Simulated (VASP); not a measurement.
# KGeO3 (Pm-3m) in VASP: further runs

The runs below take KGeO3 through single point, with LDA.

All numbers are computed with VASP 6.6.1; they aren't measurements. Logs are shortened: lines on timing, memory, paths and dates and some standing lists are left out, and cuts for length are marked.

## (1) The cell of the first run

Symmetry: Pm-3m, No. 221, cubic system. The conventional cell has a = 3.746 Å, b = 3.746 Å, c = 3.746 Å, α = 90.00°, β = 90.00°, γ = 90.00°. Within 3.5 Å of K (site symmetry m-3m) lie 12 O at 2.65 Å and 8 Ge at 3.24 Å. Ge (site symmetry m-3m) has 6 O at 1.87 Å within 2.5 Å. Within 2.5 Å of O (site symmetry 4/mmm) lie 2 Ge at 1.87 Å.

## (2) Single point, LDA

INCAR

```
ALGO = Normal ; EDIFF = 1E-6
ENCUT = 910 ; GGA = CA
GGA_COMPAT = False ; ISIF = 2
ISMEAR = 0 ; LASPH = True
LCHARG = True ; LELF = True
LREAL = False ; LVHAR = True
LWAVE = False ; NBANDS = 28
NELM = 120 ; PREC = Accurate
SIGMA = 0.05
```

KPOINTS

```
k-points
0
Gamma
  5 5 5
```

POSCAR

```
KGeO3
1.0
    3.7464871966      0.0000000000      0.0000000000
    0.0000000000      3.7464871966      0.0000000000
    0.0000000000      0.0000000000      3.7464871966
K Ge O
1 1 3
Direct
    0.0000000000      0.0000000000      0.0000000000
    0.5000000000      0.5000000000      0.5000000000
    0.5000000000      0.5000000000      0.0000000000
    0.0000000000      0.5000000000      0.5000000000
    0.5000000000      0.0000000000      0.5000000000
```

Potentials or basis: VASP PAW LDA potentials, release 64 (K_sv, Ge_d, O_h).

Launch:

```sh
$ cat potpaw_LDA.64/K_sv/POTCAR potpaw_LDA.64/Ge_d/POTCAR potpaw_LDA.64/O_h/POTCAR > POTCAR
$ mpirun -np 1 vasp_std > vasp.out
```

OUTCAR:

```text
EDIFF = 1E-6
   ENCUT = 910
   GGA = CA
   ISIF = 2
   ISMEAR = 0
   LASPH = True
   LREAL = False
   NELM = 120
   PREC = Accurate

 ion  position               nearest neighbor table
   1  0.000  0.000  0.000-   3 2.65   4 2.65   5 2.65   4 2.65   5 2.65   3 2.65   4 2.65   4 2.65
                             3 2.65   5 2.65   5 2.65   3 2.65   2 3.24   2 3.24   2 3.24   2 3.24
   2  0.500  0.500  0.500-   3 1.87   4 1.87   5 1.87   3 1.87   5 1.87   4 1.87   1 3.24   1 3.24
                             1 3.24   1 3.24   1 3.24   1 3.24   1 3.24   1 3.24
   3  0.500  0.500  0.000-   2 1.87   2 1.87   1 2.65   1 2.65   1 2.65   1 2.65
   4  0.000  0.500  0.500-   2 1.87   2 1.87   1 2.65   1 2.65   1 2.65   1 2.65
   5  0.500  0.000  0.500-   2 1.87   2 1.87   1 2.65   1 2.65   1 2.65   1 2.65

  LATTYP: Found a simple cubic cell.
 ALAT       =     3.7464871966

  Lattice vectors:

 A1 = (   3.7464871966,   0.0000000000,   0.0000000000)
 A2 = (   0.0000000000,   3.7464871966,   0.0000000000)
 A3 = (   0.0000000000,   0.0000000000,   3.7464871966)

Analysis of symmetry for initial positions (statically):
=====================================================================
 Subroutine PRICEL returns:
 Original cell was already a primitive cell.

 Routine SETGRP: Setting up the symmetry group for a
 simple cubic supercell.

 Subroutine GETGRP returns: Found 48 space group operations
 (whereof 48 operations were pure point group operations)
 out of a pool of 48 trial point group operations.

The static configuration has the point symmetry O_h .

Analysis of symmetry for dynamics (positions and initial velocities):
=====================================================================
 Subroutine PRICEL returns:
 Original cell was already a primitive cell.

 Routine SETGRP: Setting up the symmetry group for a
 simple cubic supercell.

 Subroutine GETGRP returns: Found 48 space group operations
 (whereof 48 operations were pure point group operations)
 out of a pool of 48 trial point group operations.

The dynamic configuration has the point symmetry O_h .

 Subroutine INISYM returns: Found 48 space group operations
 (whereof 48 operations are pure point group operations),
 and found     1 'primitive' translations

----------------------------------------------------------------------------------------

                                     Primitive cell

  volume of cell :      52.5863
[... 80 lines left out ...]
   EDIFF  = 0.1E-05   stopping-criterion for ELM
   LREAL  =      F    real-space projection
   EDIFFG = 0.1E-04   stopping-criterion for IOM
   NSW    =      0    number of steps for IOM
   IBRION =     -1    ionic relax: 0-MD 1-quasi-New 2-CG
   NFREE  =      0    steps in history (QN), initial steepest desc. (CG)
   ISIF   =      2    stress and relaxation
   ISYM   =      2    0-nonsym 1-usesym 2-fastsym
   POTIM  = 0.5000    time-step for ionic-motion
   TEBEG  =    0.0;   TEEND  =   0.0 temperature during run
   PSTRESS=    0.0 pullay stress
   NELECT =      41.0000    total number of electrons
   NUPDOWN=      -1.0000    fix difference up-down
   EMIN   =  10.00;   EMAX   =-10.00  energy-range for DOS
   EFERMI =   0.00;   METHOD = LEGACY
   ISMEAR =     0;   SIGMA  =   0.05  broadening in eV -4-tet -1-fermi 0-gaus
   EFERMI_NEDOS =   21; number of points for ismear=-14 and -15
   IALGO  =     38    algorithm
   IMIX   =      4    mixing-type and parameters
     AMIX     =   0.40;   BMIX     =  1.00
     AMIX_MAG =   1.60;   BMIX_MAG =  1.00
  volume/ion in A,a.u.               =      10.52        70.97
  Fermi-wavevector in a.u.,A,eV,Ry     =   1.506764  2.847371 30.889815  2.270337
  Thomas-Fermi vector in A             =   2.617439
   LORBIT       =      0    0 simple, 1 ext, 2 COOP (PROOUT), +10 PAW based schemes
   GGA     = CA    functional components
   LHFCALC =     F    Hartree Fock is set to
   AEXX    =    0.0000 exact exchange contribution
   IVDW    =     0    specifies the selected vdW correction
   LEPSILON=     F    determine dielectric tensor
   LRPA    =     F    only Hartree local field effects (RPA)
 non-spin polarized calculation
 Gauss-broadening in eV      SIGMA  =   0.05
  energy-cutoff  :      910.00
  volume of cell :       52.59
 maximum number of plane-waves:      3295
 NGX is ok and might be reduce to    40
   NGX = 19   NGY = 19   NGZ = 19

 number of electron      41.0000002 magnetization

 Free energy of the ion-electron system (eV)
  ---------------------------------------------------
  ext. energy  EPLUGINS =         0.00000000
  ---------------------------------------------------
  free energy    TOTEN  =       -30.44072466 eV

  energy without entropy =      -30.43800060  energy(sigma->0) =      -30.43936263

 E-fermi :   2.9791     XC(G=0): -12.2188

 val. band max:        2.9278467195   @ k =   0.2000   0.2000   0.0000
 cond. band min:       3.3628757245   @ k =   0.4000   0.4000   0.4000
 fundamental gap:      0.4350290050
 Fermi energy:         2.9791216998

 k-point     1 :       0.0000    0.0000    0.0000
  band No.  band energies     occupation
      1     -22.8098      2.00000
      2     -20.7339      2.00000
      3     -20.7339      2.00000
      4     -20.3796      2.00000
      5     -20.3796      2.00000
      6     -20.3796      2.00000
[... 299 lines left out ...]
     27      16.0053      0.00000
     28      16.0145      0.00000

------------------------ aborting loop because EDIFF is reached ----------------------------------------

  FORCE on cell =-STRESS in cart. coord.  units (eV):
  Direction    XX          YY          ZZ          XY          YZ          ZX
  --------------------------------------------------------------------------------------
  -------------------------------------------------------------------------------------
  Total        1.1999454      1.1999454      1.1999454     -0.0000000     -0.0000000      0.0000000
  in kB       36.5594218     36.5594218     36.5594218     -0.0000000     -0.0000000      0.0000000
  external PRESSURE =      36.5594218 kB  Pullay stress =       0.0000000 kB

 VOLUME and BASIS-vectors are now :
 -----------------------------------------------------------------------------
  energy-cutoff  :      910.00
  volume of cell :       52.59
      direct lattice vectors                 reciprocal lattice vectors
     3.746487197  0.000000000  0.000000000     0.266916700  0.000000000  0.000000000
     0.000000000  3.746487197  0.000000000     0.000000000  0.266916700  0.000000000
     0.000000000  0.000000000  3.746487197     0.000000000  0.000000000  0.266916700

 POSITION                                       TOTAL-FORCE (eV/Angst)
 -----------------------------------------------------------------------------------
      0.00000      0.00000      0.00000         0.000000      0.000000      0.000000
      1.87324      1.87324      1.87324         0.000000      0.000000      0.000000
      1.87324      1.87324      0.00000         0.000000      0.000000      0.000000
      0.00000      1.87324      1.87324         0.000000      0.000000      0.000000
      1.87324      0.00000      1.87324         0.000000      0.000000      0.000000
 -----------------------------------------------------------------------------------
    total drift:                                0.000000      0.000000     -0.000000

  FREE ENERGIE OF THE ION-ELECTRON SYSTEM (eV)
  ---------------------------------------------------
  free  energy   TOTEN  =       -30.4407246586 eV

  energy  without entropy=      -30.4380006039  energy(sigma->0) =      -30.43936263
```

OSZICAR:

```text
N       E                     dE             d eps       ncg     rms          rms(c)
DAV:   1     0.620404202431E+03    0.62040E+03   -0.28699E+04   696   0.422E+03
DAV:   2     0.855897481262E+02   -0.53481E+03   -0.50489E+03   604   0.102E+03
DAV:   3    -0.259101877061E+02   -0.11150E+03   -0.10928E+03   708   0.243E+02
DAV:   4    -0.332502433335E+02   -0.73401E+01   -0.71540E+01   728   0.679E+01
DAV:   5    -0.335168115695E+02   -0.26657E+00   -0.26602E+00   888   0.118E+01    0.121E+01
DAV:   6    -0.305465094081E+02    0.29703E+01   -0.95491E+00   796   0.526E+01    0.707E+00
DAV:   7    -0.304936278969E+02    0.52882E-01   -0.77259E-01   800   0.575E+00    0.415E+00
DAV:   8    -0.304458094963E+02    0.47818E-01   -0.15106E-01   724   0.372E+00    0.508E-01
DAV:   9    -0.304407563817E+02    0.50531E-02   -0.28853E-02   904   0.209E+00    0.154E-01
DAV:  10    -0.304407395521E+02    0.16830E-04   -0.14058E-03   704   0.277E-01    0.759E-02
DAV:  11    -0.304407335337E+02    0.60184E-05   -0.66385E-05   856   0.606E-02    0.340E-02
DAV:  12    -0.304407258391E+02    0.76946E-05   -0.15289E-05   864   0.560E-02    0.131E-02
DAV:  13    -0.304407246856E+02    0.11535E-05   -0.49683E-06   724   0.237E-02    0.350E-03
DAV:  14    -0.304407246586E+02    0.27001E-07   -0.57654E-07   400   0.740E-03
   1 F= -.30440725E+02 E0= -.30439363E+02  d E =-.272405E-02
```

Wall time 24 s (1 thread of AMD EPYC 9R45 (Zen 5), shared host); peak memory 0.18 GiB.

Results:

- Free energy: -30.4407 eV
- Pressure: 3.7 GPa

Levels at points of the mesh, in eV from the Fermi level:
```csv
k point,band 18,band 19,band 20,band 21,band 22,band 23,band 24,band 25
"(0.00, 0.00, 0.00)",-0.62,-0.14,-0.14,-0.14,1.47,8.82,8.82,9.55
```

Caveat: the cutoff is under 1.25 times the usual one of these potentials, so pressure, stress and relaxed cells hold a basis-set (Pulay) error; an odd number of electrons without spin polarisation forces a metal; a magnetic or distorted state may lie lower.

## (3) Single point, LDA

This run uses another cell than the first one, of 10.84 Å³/atom, 1.030 times its volume.

INCAR

```
ALGO = Normal ; EDIFF = 1E-6
ENCUT = 910 ; GGA = CA
GGA_COMPAT = F ; ISIF = 2
ISMEAR = 0 ; LASPH = T
LCHARG = T ; LELF = T
LREAL = F ; LVHAR = T
LWAVE = F ; NBANDS = 28
NELM = 120 ; PREC = Accurate
SIGMA = 0.05
```

KPOINTS is that of step 2.

POSCAR, as its differences from that of step 2:

```diff
@@ -2,5 +2,5 @@
 1.0
-    3.7464871966      0.0000000000      0.0000000000
-    0.0000000000      3.7464871966      0.0000000000
-    0.0000000000      0.0000000000      3.7464871966
+    3.7841428574      0.0000000000      0.0000000000
+    0.0000000000      3.7841428574      0.0000000000
+    0.0000000000      0.0000000000      3.7841428574
 K Ge O
```

Potentials or basis: VASP PAW LDA potentials, release 64 (K_sv, Ge_d, O_h).

Launch:

```sh
$ cat potpaw_LDA.64/K_sv/POTCAR potpaw_LDA.64/Ge_d/POTCAR potpaw_LDA.64/O_h/POTCAR > POTCAR
$ mpirun -np 1 vasp_std > vasp.out
```

Wall time 30 s (1 thread of Intel Xeon Platinum 8259CL at 2.50GHz (Skylake/Cascade Lake), shared host); peak memory 0.21 GiB.

Results (log left out):

| Item | Value |
| --- | --- |
| Free energy | -30.4551 eV |
| Pressure | -1.6 GPa |

Levels at points of the mesh, in eV from the Fermi level:
```tsv
k point	band 18	band 19	band 20	band 21	band 22	band 23	band 24	band 25
(0.00, 0.00, 0.00)	-0.59	-0.16	-0.16	-0.16	1.06	8.81	8.81	9.30
```

Caveat: the cutoff is under 1.25 times the usual one of these potentials, so pressure, stress and relaxed cells hold a basis-set (Pulay) error; an odd number of electrons without spin polarisation forces a metal; a magnetic or distorted state may lie lower.

## (4) Single point, LDA

This run uses another cell than the first one, of 10.70 Å³/atom, 1.018 times its volume.

INCAR

```
PREC     = Accurate       # precision mode
ENCUT    = 910            # plane-wave cutoff, eV
EDIFF    = 1E-6           # SCF threshold, eV
ISMEAR   = 0              # smearing method
SIGMA    = 0.05           # smearing width, eV
LREAL    = False          # projectors in reciprocal space
LASPH    = True           # aspherical terms in the spheres
NELM     = 120            # most SCF steps
ALGO     = Normal         # electronic algorithm
ISIF     = 2              # what is computed and relaxed
LWAVE    = False          # write WAVECAR
LCHARG   = True           # write CHGCAR
GGA      = CA             # functional
LELF     = True           # ELF
LVHAR    = True         
NBANDS   = 28             # bands
GGA_COMPAT= False
```

KPOINTS

```
regular mesh
0
Gamma
  4 4 4
```

POSCAR, as its differences from that of step 3:

```diff
@@ -2,5 +2,5 @@
 1.0
-    3.7841428574      0.0000000000      0.0000000000
-    0.0000000000      3.7841428574      0.0000000000
-    0.0000000000      0.0000000000      3.7841428574
+    3.7684134206      0.0000000000      0.0000000000
+    0.0000000000      3.7684134206      0.0000000000
+    0.0000000000      0.0000000000      3.7684134206
 K Ge O
```

Launch:

```sh
$ cat potpaw_LDA.64/K_sv/POTCAR potpaw_LDA.64/Ge_d/POTCAR potpaw_LDA.64/O_h/POTCAR > POTCAR
$ mpirun -np 1 vasp_std > vasp.out
```

It took 28 s on 1 thread of Intel Xeon Platinum 8488C (Sapphire Rapids), shared host; peak memory 0.2 GiB.

The run converged. Its results:

* Free energy: -30.3528 eV
* Pressure: 0.9 GPa

Levels at points of the mesh, in eV from the Fermi level:
```
           k point  band 19  band 20  band 21  band 22  band 23  band 24
(0.00, 0.00, 0.00)    -0.19    -0.19    -0.19     1.18     8.76     8.76
(0.50, 0.00, 0.00)    -1.02    -0.67    -0.67     5.61    10.53    10.61
(0.50, 0.50, 0.00)    -1.15    -1.15     0.54     8.26     9.83     9.83
(0.50, 0.50, 0.50)     0.60     0.60     0.60     7.82     7.82     7.82
```

Caveat: the k points lie up to 0.42 Å⁻¹ apart; the cutoff is under 1.25 times the usual one of these potentials, so pressure, stress and relaxed cells hold a basis-set (Pulay) error; an odd number of electrons without spin polarisation forces a metal; a magnetic or distorted state may lie lower.

## (5) Single point, LDA

This run uses another cell than the first one, of 10.68 Å³/atom, 1.015 times its volume.

INCAR

```
SYSTEM = KGeO3
PREC = Accurate
ENCUT = 910
EDIFF = 1E-6
ISMEAR = 0
SIGMA = 0.05
LREAL = .False.
LASPH = .True.
NELM = 120
ALGO = Normal
ISIF = 2
LWAVE = .False.
LCHARG = .False.
GGA = CA
NBANDS = 28
GGA_COMPAT = .False.
```

KPOINTS

```
Automatic mesh
0
Gamma
  5 5 5
  0 0 0
```

POSCAR, as its differences from that of step 4:

```diff
@@ -2,5 +2,5 @@
 1.0
-    3.7684134206      0.0000000000      0.0000000000
-    0.0000000000      3.7684134206      0.0000000000
-    0.0000000000      0.0000000000      3.7684134206
+    3.7654091701      0.0000000000      0.0000000000
+    0.0000000000      3.7654091701      0.0000000000
+    0.0000000000      0.0000000000      3.7654091701
 K Ge O
```

Launch:

```sh
$ cat potpaw_LDA.64/K_sv/POTCAR potpaw_LDA.64/Ge_d/POTCAR potpaw_LDA.64/O_h/POTCAR > POTCAR
$ mpirun -np 1 vasp_std > vasp.out
```

Wall time 35 s (1 thread of Intel Xeon Platinum 8559C (Emerald Rapids), shared host); peak memory 0.21 GiB.

The run converged. Its results:

- Free energy: -30.4547 eV
- Pressure: 0.9 GPa

Levels at points of the mesh, in eV from the Fermi level:
| k point | band 17 | band 18 | band 19 | band 20 | band 21 | band 22 | band 23 | band 24 | band 25 | band 26 |
| --- | --- | --- | --- | --- | --- | --- | --- | --- | --- | --- |
| (0.00, 0.00, 0.00) | -0.61 | -0.61 | -0.15 | -0.15 | -0.15 | 1.26 | 8.81 | 8.81 | 9.42 | 10.72 |

Caveat: the cutoff is under 1.25 times the usual one of these potentials, so pressure, stress and relaxed cells hold a basis-set (Pulay) error; an odd number of electrons without spin polarisation forces a metal; a magnetic or distorted state may lie lower.

## (6) Overview

```csv
cell,k mesh,gap on the mesh (eV),pressure (GPa)
"a = 3.746 Å, 5 atoms",5 × 5 × 5,none,3.7
"a = 3.784 Å, 5 atoms",5 × 5 × 5,none,-1.6
"a = 3.768 Å, 5 atoms",4 × 4 × 4,none,0.9
"a = 3.765 Å, 5 atoms",5 × 5 × 5,none,0.9
```

Alike in all rows: task single point; level LDA; potentials or basis VASP PAW LDA potentials, release 64 (K_sv, Ge_d, O_h); no spin polarisation; cutoff (eV) 910; smearing gaussian 0.05 eV.

Caveats: some runs use coarse meshes; the cutoff is under 1.25 times the usual one of these potentials, so pressure, stress and relaxed cells hold a basis-set (Pulay) error; an odd number of electrons without spin polarisation forces a metal; a magnetic or distorted state may lie lower.

Absolute energies hang on the potentials; compare differences alone.
